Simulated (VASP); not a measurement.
Li3ZrN2: single point with PBE

The system is Li3ZrN2.

```
Li Zr N
1.0
     5.54113    0.00000    0.00000
    -2.77056    4.79876    0.00000
     0.00000    0.00000    2.47765
Li Zr N
3 1 2
Cartesian
  2.7706 0.0000 0.0000
  -1.3853 2.3994 0.0000
  1.3853 2.3994 0.0000
  0.0000 0.0000 0.0000
  0.0000 3.1992 1.2389
  2.7706 1.5996 1.2387
```

```yaml
Program: VASP 6.6.1
Task: single point
Functional: PBE
Potentials_or_basis: VASP PAW PBE potentials, release 64 (Li_sv, Zr_sv, N)
Cutoff: 750 eV
k_mesh: 3 × 3 × 3
Occupations: gaussian, width 0.15 eV
Spin: no spin polarisation
Dipole_correction: no
Further_INCAR_settings: ALGO = Normal; EDIFF = 1e-06; NBANDS = 24
```

```yaml
Pressure: 0.1 GPa
```

Levels at points of the mesh, in eV from the Fermi level:
```
           k point  band 12  band 13  band 14  band 15  band 16  band 17  band 18  band 19  band 20  band 21
(0.00, 0.00, 0.00)    -3.04    -3.04    -2.30    -0.71     1.28     1.28     1.35     1.71     3.56     3.56
```

It took 48 s on 1 thread of Intel Xeon 8259CL (shared host), peak memory 0.24 GiB.

Caveat: the k points lie up to 0.85 Å⁻¹ apart.
